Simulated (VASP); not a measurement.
# KF (Pm-3m) in VASP: notebook

KF is run at these levels: PBE; tasks: single point.

Everything below comes from runs of VASP 6.6.1. Logs are shortened: lines on timing, memory, paths and dates and some standing lists are left out, and cuts for length are marked.

### 1 The cell of the first run

The structure is cubic, space group Pm-3m (No. 221). The conventional cell has a = 3.259 Å, b = 3.259 Å, c = 3.259 Å, α = 90.00°, β = 90.00°, γ = 90.00°. Within 3.7 Å of K (site symmetry m-3m) lie 8 F at 2.82 Å and 6 K at 3.26 Å. F (site symmetry m-3m) has 8 K at 2.82 Å and 6 F at 3.26 Å within 3.7 Å.

### 2 Single point, PBE, non-collinear spin, typed start (17.31 Å³/atom)

INCAR reads:

```
SYSTEM = KF
PREC = Accurate ; ENCUT = 520
EDIFF = 1E-7 ; ISMEAR = -1
SIGMA = 0.1 ; LREAL = .False.
LASPH = .True. ; NELM = 150
ALGO = Normal ; ISIF = 2
LWAVE = .False. ; LCHARG = .False.
LNONCOLLINEAR = .True. ; MAGMOM = -0.036 0.113 0.308 0 0 0
LORBIT = 11 ; GGA = PE
NBANDS = 28
```

KPOINTS reads:

```
regular mesh
0
Gamma
  6 6 6
  0 0 0
```

POSCAR reads:

```
KF
1.0
    3.2589550000      0.0000000000      0.0000000000
    0.0000000000      3.2589550000      0.0000000000
    0.0000000000      0.0000000000      3.2589550000
K F
1 1
Direct
    0.0000000000      0.0000000000      0.0000000000
    0.5000000000      0.5000000000      0.5000000000
```

Potentials or basis: VASP PAW PBE potentials, release 64 (K_sv, F).

Command:

```
$ cat potpaw_PBE.64/K_sv/POTCAR potpaw_PBE.64/F/POTCAR > POTCAR
$ mpirun -np 1 vasp_ncl > vasp.out
```

OUTCAR:

```text
SYSTEM = KF
   PREC = Accurate
   ENCUT = 520
   EDIFF = 1E-7
   ISMEAR = -1
   LREAL = .False.
   LASPH = .True.
   NELM = 150
   ISIF = 2
   LNONCOLLINEAR = .True.
   LORBIT = 11
   GGA = PE

 ion  position               nearest neighbor table
   1  0.000  0.000  0.000-   2 2.82   2 2.82   2 2.82   2 2.82   2 2.82   2 2.82   2 2.82   2 2.82

   2  0.500  0.500  0.500-   1 2.82   1 2.82   1 2.82   1 2.82   1 2.82   1 2.82   1 2.82   1 2.82

  LATTYP: Found a simple cubic cell.
 ALAT       =     3.2589550000

  Lattice vectors:

 A1 = (   3.2589550000,   0.0000000000,   0.0000000000)
 A2 = (   0.0000000000,   3.2589550000,   0.0000000000)
 A3 = (   0.0000000000,   0.0000000000,   3.2589550000)

Analysis of symmetry for initial positions (statically):
=====================================================================
 Subroutine PRICEL returns:
 Original cell was already a primitive cell.

 Routine SETGRP: Setting up the symmetry group for a
 simple cubic supercell.

 Subroutine GETGRP returns: Found 48 space group operations
 (whereof 48 operations were pure point group operations)
 out of a pool of 48 trial point group operations.

The static configuration has the point symmetry O_h .

Analysis of symmetry for dynamics (positions and initial velocities):
=====================================================================
 Subroutine PRICEL returns:
 Original cell was already a primitive cell.

 Routine SETGRP: Setting up the symmetry group for a
 simple cubic supercell.

 Subroutine GETGRP returns: Found 48 space group operations
 (whereof 48 operations were pure point group operations)
 out of a pool of 48 trial point group operations.

The dynamic configuration has the point symmetry O_h .

Analysis of structural, dynamic, and magnetic symmetry:
=====================================================================
 Subroutine PRICEL returns:
 Original cell was already a primitive cell.

 Routine SETGRP: Setting up the symmetry group for a
 simple cubic supercell.

 Subroutine GETGRP returns: Found  2 space group operations
 (whereof  2 operations were pure point group operations)
 out of a pool of 48 trial point group operations.

The overall configuration has the point symmetry S_2 .

 Subroutine INISYM returns: Found  2 space group operations
 (whereof  2 operations are pure point group operations),
 and found     1 'primitive' translations

----------------------------------------------------------------------------------------

                                     Primitive cell

  volume of cell :      34.6127

  direct lattice vectors                    reciprocal lattice vectors
     3.258955000  0.000000000  0.000000000     0.306846827  0.000000000  0.000000000
     0.000000000  3.258955000  0.000000000     0.000000000  0.306846827  0.000000000
     0.000000000  0.000000000  3.258955000     0.000000000  0.000000000  0.306846827

  length of vectors
     3.258955000  3.258955000  3.258955000     0.306846827  0.306846827  0.306846827

  position of ions in fractional coordinates (direct lattice)
     0.000000000  0.000000000  0.000000000
     0.500000000  0.500000000  0.500000000

  ion indices of the primitive-cell ions
   primitive index   ion index
                 1           1
                 2           2

----------------------------------------------------------------------------------------

 KPOINTS: regular mesh

Automatic generation of k-mesh.
 Grid dimensions read from file:
 generate k-points for:    6    6    6

 Generating k-lattice:

  Cartesian coordinates                     Fractional coordinates (reciprocal lattice)
     0.051141138  0.000000000  0.000000000     0.166666667  0.000000000  0.000000000
     0.000000000  0.051141138  0.000000000     0.000000000  0.166666667  0.000000000
     0.000000000  0.000000000  0.051141138     0.000000000  0.000000000  0.166666667

  Length of vectors
     0.051141138  0.051141138  0.051141138

  Shift w.r.t. Gamma in fractional coordinates (k-lattice)
     0.000000000  0.000000000  0.000000000

 Subroutine IBZKPT returns following result:
 ===========================================

 Found    112 irreducible k-points:

 Following reciprocal coordinates:
            Coordinates               Weight
  0.000000  0.000000  0.000000      1.000000
  0.166667  0.000000  0.000000      2.000000
  0.000000  0.166667  0.000000      2.000000
  0.000000  0.000000  0.166667      2.000000
  0.333333  0.000000  0.000000      2.000000
  0.000000  0.333333  0.000000      2.000000
[... 16 lines left out ...]
  0.000000 -0.333333  0.166667      2.000000
 -0.166667  0.000000  0.333333      2.000000
 [... further k-points ...]
   k-points           NKPTS =    112   k-points in BZ     NKDIM =    112   number of bands    NBANDS=     28
   number of dos      NEDOS =    301   number of ions     NIONS =      2
   total plane-waves  NPLWV =  13824
   dimension x,y,z NGX =    24 NGY =   24 NGZ =   24
[... 23 lines left out ...]
   TEBEG  =    0.0;   TEEND  =   0.0 temperature during run
   PSTRESS=    0.0 pullay stress
   NELECT =      16.0000    total number of electrons
   NUPDOWN=      -1.0000    fix difference up-down
   EMIN   =  10.00;   EMAX   =-10.00  energy-range for DOS
   EFERMI =   0.00;   METHOD = LEGACY
   ISMEAR =    -1;   SIGMA  =   0.10  broadening in eV -4-tet -1-fermi 0-gaus
   EFERMI_NEDOS =   21; number of points for ismear=-14 and -15
   IALGO  =     38    algorithm
   IMIX   =      4    mixing-type and parameters
     AMIX     =   0.40;   BMIX     =  1.00
     AMIX_MAG =   1.60;   BMIX_MAG =  1.00
  volume/ion in A,a.u.               =      17.31       116.79
  Fermi-wavevector in a.u.,A,eV,Ry     =   1.265814  2.392041 21.800402  1.602284
  Thomas-Fermi vector in A             =   2.399047
   LORBIT       =     11    0 simple, 1 ext, 2 COOP (PROOUT), +10 PAW based schemes
   GGA     = PE    functional components
   LHFCALC =     F    Hartree Fock is set to
   AEXX    =    0.0000 exact exchange contribution
   IVDW    =     0    specifies the selected vdW correction
   LEPSILON=     F    determine dielectric tensor
   LRPA    =     F    only Hartree local field effects (RPA)
  energy-cutoff  :      520.00
  volume of cell :       34.61
 maximum number of plane-waves:      1904
   NGX = 13   NGY = 13   NGZ = 13

 number of electron      15.9999992 magnetization      -0.0000172      0.0000539      0.0001470

 number of electron      15.9999992 magnetization       0.0000006     -0.0000018     -0.0000050

 Free energy of the ion-electron system (eV)
  ---------------------------------------------------
  ext. energy  EPLUGINS =         0.00000000
  ---------------------------------------------------
  free energy    TOTEN  =        -8.09353920 eV

  energy without entropy =       -8.09353920  energy(sigma->0) =       -8.09353920

 E-fermi :   0.2578     XC(G=0):  -9.0243

 val. band max:       -2.0361993429   @ k =   0.5000   0.5000   0.0000
 cond. band min:       4.2203746963   @ k =   0.0000   0.0000   0.0000
 fundamental gap:      6.2565740393
 Fermi energy:         0.2578341880

 k-point     1 :       0.0000    0.0000    0.0000
  band No.  band energies     occupation
      1     -29.0572      1.00000
      2     -29.0571      1.00000
      3     -20.9358      1.00000
      4     -20.9358      1.00000
      5     -12.0888      1.00000
      6     -12.0888      1.00000
[... 20 lines left out ...]
     27      11.7798      0.00000
     28      11.7798      0.00000
[... 683 lines left out ...]
 k-point    24 :      -0.1667    0.0000    0.3333
  band No.  band energies     occupation
      1     -28.9370      1.00000
      2     -28.9370      1.00000
      3     -20.9365      1.00000
      4     -20.9364      1.00000
      5     -12.6182      1.00000
      6     -12.6182      1.00000
[... 20 lines left out ...]
     27      11.3835      0.00000
     28      11.3835      0.00000

 [... further k-points ...]

------------------------ aborting loop because EDIFF is reached ----------------------------------------

  FORCE on cell =-STRESS in cart. coord.  units (eV):
  Direction    XX          YY          ZZ          XY          YZ          ZX
  --------------------------------------------------------------------------------------
  -------------------------------------------------------------------------------------
  Total        0.0005727      0.0005749      0.0005738     -0.0000006     -0.0000001     -0.0000000
  in kB        0.0265112      0.0266129      0.0265582     -0.0000275     -0.0000050     -0.0000017
  external PRESSURE =       0.0265608 kB  Pullay stress =       0.0000000 kB

 VOLUME and BASIS-vectors are now :
 -----------------------------------------------------------------------------
  energy-cutoff  :      520.00
  volume of cell :       34.61
      direct lattice vectors                 reciprocal lattice vectors
     3.258955000  0.000000000  0.000000000     0.306846827  0.000000000  0.000000000
     0.000000000  3.258955000  0.000000000     0.000000000  0.306846827  0.000000000
     0.000000000  0.000000000  3.258955000     0.000000000  0.000000000  0.306846827

 POSITION                                       TOTAL-FORCE (eV/Angst)
 -----------------------------------------------------------------------------------
      0.00000      0.00000      0.00000         0.000000      0.000000      0.000000
      1.62948      1.62948      1.62948         0.000000      0.000000      0.000000
 -----------------------------------------------------------------------------------
    total drift:                                0.000000     -0.000000     -0.000000

  FREE ENERGIE OF THE ION-ELECTRON SYSTEM (eV)
  ---------------------------------------------------
  free  energy   TOTEN  =        -8.0935391961 eV

  energy  without entropy=       -8.0935391960  energy(sigma->0) =       -8.09353920

 total charge

# of ion       s       p       d       tot
------------------------------------------
    1        1.957   5.588   0.029   7.574
    2        1.730   4.344   0.000   6.074
--------------------------------------------------
tot          3.687   9.932   0.029  13.648

 magnetization (x)

# of ion       s       p       d       tot
------------------------------------------
    1       -0.000   0.000   0.000   0.000
    2        0.000  -0.000   0.000  -0.000
--------------------------------------------------
tot         -0.000   0.000   0.000   0.000

 magnetization (y)

# of ion       s       p       d       tot
------------------------------------------
    1        0.000  -0.000  -0.000  -0.000
    2       -0.000   0.000   0.000   0.000
--------------------------------------------------
tot          0.000  -0.000  -0.000  -0.000

 magnetization (z)

# of ion       s       p       d       tot
------------------------------------------
    1        0.000  -0.000  -0.000  -0.000
    2       -0.000   0.000   0.000   0.000
--------------------------------------------------
tot          0.000  -0.000  -0.000  -0.000
```

It took 5.7 min on 1 thread of Intel Xeon 8259CL, shared host; peak memory 0.27 GiB.

What came out:

```
Free energy                                           : -8.0935 eV
Pressure                                              : 0.0 GPa
Band gap on the k mesh                                : 6.26 eV (least direct gap 6.31 eV)
Net moment                                            : 0.00 μB per cell
Valence electrons inside the program's atomic spheres : K 7.57; F 6.07
```

Levels at points of the mesh, in eV from the valence-band top:
```tsv
k point	band 13	band 14	band 15	band 16	band 17	band 18	band 19	band 20
(0.00, 0.00, 0.00)	-0.05	-0.05	-0.05	-0.05	6.26	6.26	8.29	8.29
(0.50, 0.00, 0.00)	-0.16	-0.16	-0.16	-0.16	9.28	9.28	9.35	9.35
(0.00, 0.50, 0.00)	-0.16	-0.16	-0.16	-0.16	9.28	9.28	9.35	9.35
(0.00, 0.00, 0.50)	-0.16	-0.16	-0.16	-0.16	9.28	9.28	9.35	9.35
(0.50, 0.50, 0.00)	-0.62	-0.62	0.00	0.00	8.46	8.46	8.97	8.97
(0.00, 0.50, 0.50)	-0.62	-0.62	0.00	0.00	8.46	8.46	8.97	8.97
(0.50, 0.00, 0.50)	-0.62	-0.62	0.00	0.00	8.46	8.46	8.97	8.97
(0.50, 0.50, 0.50)	-1.03	-1.03	-1.03	-1.03	10.43	10.43	10.43	10.43
```

Moments on the atoms (μB; x, y, z):
```
K   0.00 0.00 0.00
F   0.00 0.00 0.00
```

### 3 Single point, PBE, non-collinear spin, typed start (17.65 Å³/atom)

This run uses another cell than the first one, of 17.65 Å³/atom.

INCAR reads:

```
SYSTEM = KF
  PREC = Accurate
  ENCUT = 520
  EDIFF = 1E-7
  ISMEAR = -1
  SIGMA = 0.1
  LREAL = .FALSE.
  LASPH = .TRUE.
  NELM = 150
  ALGO = Normal
  ISIF = 2
  LWAVE = .FALSE.
  LCHARG = .TRUE.
  LNONCOLLINEAR = .TRUE.
  MAGMOM = -0.036 0.113 0.308 0 0 0
  LORBIT = 11
  GGA = PE
  LVHAR = .TRUE.
  NBANDS = 28
```

KPOINTS reads:

```
regular mesh
0
G
  6 6 6
  0 0 0
```

POSCAR reads:

```
KF
1.0
    3.2805381124      0.0000000000      0.0000000000
    0.0000000000      3.2805381124      0.0000000000
    0.0000000000      0.0000000000      3.2805381124
K F
1 1
Direct
    0.0000000000      0.0000000000      0.0000000000
    0.5000000000      0.5000000000      0.5000000000
```

Potentials or basis: VASP PAW PBE potentials, release 64 (K_sv, F).

Command:

```
$ cat potpaw_PBE.64/K_sv/POTCAR potpaw_PBE.64/F/POTCAR > POTCAR
$ mpirun -np 1 vasp_ncl > vasp.out
```

Run time: 5.4 min. Hardware: 1 thread of Intel Xeon 8259CL, shared host; peak memory 0.27 GiB.

The run converged. Its results:

```yaml
Free_energy: -8.0932 eV
Pressure: -0.6 GPa
Band_gap_on_the_k_mesh: 6.12 eV (least direct gap 6.18 eV)
Net_moment: 0.00 μB per cell
Valence_electrons_inside_the_program's_atomic_spheres: K 7.57; F 6.07
```

Levels at points of the mesh, in eV from the valence-band top:
```tsv
k point	band 13	band 14	band 15	band 16	band 17	band 18	band 19	band 20
(0.00, 0.00, 0.00)	-0.06	-0.06	-0.06	-0.06	6.12	6.12	8.26	8.26
(0.50, 0.00, 0.00)	-0.16	-0.16	-0.16	-0.16	9.22	9.22	9.24	9.24
(0.00, 0.50, 0.00)	-0.16	-0.16	-0.16	-0.16	9.22	9.22	9.24	9.24
(0.00, 0.00, 0.50)	-0.16	-0.16	-0.16	-0.16	9.22	9.22	9.24	9.24
(0.50, 0.50, 0.00)	-0.61	-0.61	0.00	0.00	8.41	8.41	8.90	8.90
(0.00, 0.50, 0.50)	-0.61	-0.61	0.00	0.00	8.41	8.41	8.90	8.90
(0.50, 0.00, 0.50)	-0.61	-0.61	0.00	0.00	8.41	8.41	8.90	8.90
(0.50, 0.50, 0.50)	-1.00	-1.00	-1.00	-1.00	10.33	10.33	10.33	10.33
```

Moments on the atoms (μB; x, y, z):
```
K   0.00 0.00 0.00
F   0.00 0.00 0.00
```

A k mesh can miss the band edges.

### 4 Single point, PBE, non-collinear spin, typed start (18.00 Å³/atom)

This run uses another cell than the first one, of 18.00 Å³/atom.

INCAR reads:

```
ALGO = Normal
EDIFF = 1E-6
ENCUT = 520
GGA = PE
ISIF = 2
ISMEAR = -1
LASPH = True
LCHARG = False
LNONCOLLINEAR = True
LORBIT = 11
LREAL = False
LWAVE = False
MAGMOM = -0.036 0.113 0.308 0 0 0
NBANDS = 28
NELM = 150
PREC = Accurate
SIGMA = 0.1
```

KPOINTS reads:

```
k-points
0
Gamma
  6 6 6
```

POSCAR reads:

```
KF
1.0
    3.3018409049      0.0000000000      0.0000000000
    0.0000000000      3.3018409049      0.0000000000
    0.0000000000      0.0000000000      3.3018409049
K F
1 1
Direct
    0.0000000000      0.0000000000      0.0000000000
    0.5000000000      0.5000000000      0.5000000000
```

Command:

```
$ cat potpaw_PBE.64/K_sv/POTCAR potpaw_PBE.64/F/POTCAR > POTCAR
$ mpirun -np 1 vasp_ncl > vasp.out
```

Wall time 7.7 min (1 thread of Intel Xeon 8259CL, shared host); peak memory 0.32 GiB.

It converged, with:

```
Free energy                                           : -8.0901 eV
Pressure                                              : -1.2 GPa
Band gap on the k mesh                                : 6.00 eV (least direct gap 6.05 eV)
Net moment                                            : 0.00 μB per cell
Valence electrons inside the program's atomic spheres : K 7.57; F 6.07
```

Levels at points of the mesh, in eV from the valence-band top:
| k point | band 13 | band 14 | band 15 | band 16 | band 17 | band 18 | band 19 | band 20 |
| --- | --- | --- | --- | --- | --- | --- | --- | --- |
| (0.00, 0.00, 0.00) | -0.06 | -0.06 | -0.06 | -0.06 | 6.00 | 6.00 | 8.24 | 8.24 |
| (0.50, 0.00, 0.00) | -0.15 | -0.15 | -0.15 | -0.15 | 9.10 | 9.10 | 9.19 | 9.19 |
| (0.00, 0.50, 0.00) | -0.15 | -0.15 | -0.15 | -0.15 | 9.10 | 9.10 | 9.19 | 9.19 |
| (0.00, 0.00, 0.50) | -0.15 | -0.15 | -0.15 | -0.15 | 9.10 | 9.10 | 9.19 | 9.19 |
| (0.50, 0.50, 0.00) | -0.60 | -0.60 | 0.00 | 0.00 | 8.36 | 8.36 | 8.83 | 8.83 |
| (0.00, 0.50, 0.50) | -0.60 | -0.60 | 0.00 | 0.00 | 8.36 | 8.36 | 8.83 | 8.83 |
| (0.50, 0.00, 0.50) | -0.60 | -0.60 | 0.00 | 0.00 | 8.36 | 8.36 | 8.83 | 8.83 |
| (0.50, 0.50, 0.50) | -0.96 | -0.96 | -0.96 | -0.96 | 10.25 | 10.25 | 10.25 | 10.25 |

Moments on the atoms (μB; x, y, z):
```
K   0.00 0.00 0.00
F   0.00 0.00 0.00
```

### 5 Single point, PBE, non-collinear spin, typed start (18.34 Å³/atom)

This run uses another cell than the first one, of 18.34 Å³/atom.

INCAR reads:

```
ALGO     = Normal         # electronic algorithm
EDIFF    = 1E-6           # SCF threshold, eV
ENCUT    = 520            # plane-wave cutoff, eV
GGA      = PE             # functional
ISIF     = 2              # what is computed and relaxed
ISMEAR   = -1             # smearing method
LASPH    = T              # aspherical terms in the spheres
LCHARG   = F              # write CHGCAR
LNONCOLLINEAR= T              # non-collinear magnetism
LORBIT   = 11             # projections on sites
LREAL    = F              # projectors in reciprocal space
LWAVE    = F              # write WAVECAR
MAGMOM   = -0.036 0.113 0.308 0 0 0 # initial moments
NBANDS   = 28             # bands
NELM     = 150            # most SCF steps
PREC     = Accurate       # precision mode
SIGMA    = 0.1            # smearing width, eV
```

KPOINTS is that of step 4.

POSCAR reads:

```
KF
1.0
    3.3228723057      0.0000000000      0.0000000000
    0.0000000000      3.3228723057      0.0000000000
    0.0000000000      0.0000000000      3.3228723057
K F
1 1
Direct
    0.0000000000      0.0000000000      0.0000000000
    0.5000000000      0.5000000000      0.5000000000
```

Command:

```
$ cat potpaw_PBE.64/K_sv/POTCAR potpaw_PBE.64/F/POTCAR > POTCAR
$ mpirun -np 1 vasp_ncl > vasp.out
```

Run time: 8.9 min. Hardware: 1 thread of Intel Xeon 8259CL, shared host; peak memory 0.32 GiB.

The run converged. Its results:

- Free energy: -8.0847 eV
- Pressure: -1.7 GPa
- Band gap on the k mesh: 5.88 eV (least direct gap 5.94 eV)
- Net moment: 0.00 μB per cell
- Valence electrons inside the program's atomic spheres: K 7.57; F 6.07

Levels at points of the mesh, in eV from the valence-band top:
```tsv
k point	band 12	band 13	band 14	band 15	band 16	band 17	band 18	band 19	band 20	band 21
(0.00, 0.00, 0.00)	-0.06	-0.06	-0.06	-0.06	-0.06	5.88	5.88	8.21	8.21	8.21
(0.50, 0.00, 0.00)	-1.14	-0.15	-0.15	-0.15	-0.15	8.98	8.98	9.15	9.15	10.32
(0.00, 0.50, 0.00)	-1.14	-0.15	-0.15	-0.15	-0.15	8.98	8.98	9.15	9.15	10.32
(0.00, 0.00, 0.50)	-1.14	-0.15	-0.15	-0.15	-0.15	8.98	8.98	9.15	9.15	10.32
(0.50, 0.50, 0.00)	-0.60	-0.60	-0.60	0.00	0.00	8.31	8.31	8.76	8.76	11.61
(0.00, 0.50, 0.50)	-0.60	-0.60	-0.60	0.00	0.00	8.31	8.31	8.76	8.76	11.61
(0.50, 0.00, 0.50)	-0.60	-0.60	-0.60	0.00	0.00	8.31	8.31	8.76	8.76	11.61
(0.50, 0.50, 0.50)	-0.93	-0.93	-0.93	-0.93	-0.93	10.16	10.16	10.16	10.16	10.16
```

Moments on the atoms (μB; x, y, z):
```
K   0.00 0.00 0.00
F   0.00 0.00 0.00
```

### 6 Summary

| cell | gap on the mesh (eV) | pressure (GPa) | moment (μB) |
| --- | --- | --- | --- |
| a = 3.259 Å, 2 atoms | 6.26 | 0.0 | 0.00 |
| a = 3.281 Å, 2 atoms | 6.12 | -0.6 | 0.00 |
| a = 3.302 Å, 2 atoms | 6.00 | -1.2 | 0.00 |
| a = 3.323 Å, 2 atoms | 5.88 | -1.7 | 0.00 |

Alike in all rows: task single point; level PBE; potentials or basis VASP PAW PBE potentials, release 64 (K_sv, F); spin non-collinear, typed start; k mesh 6 × 6 × 6; cutoff (eV) 520; smearing fermi-dirac 0.1 eV.

Total energies depend on the potentials used, so only differences within one code and one set of settings carry meaning.
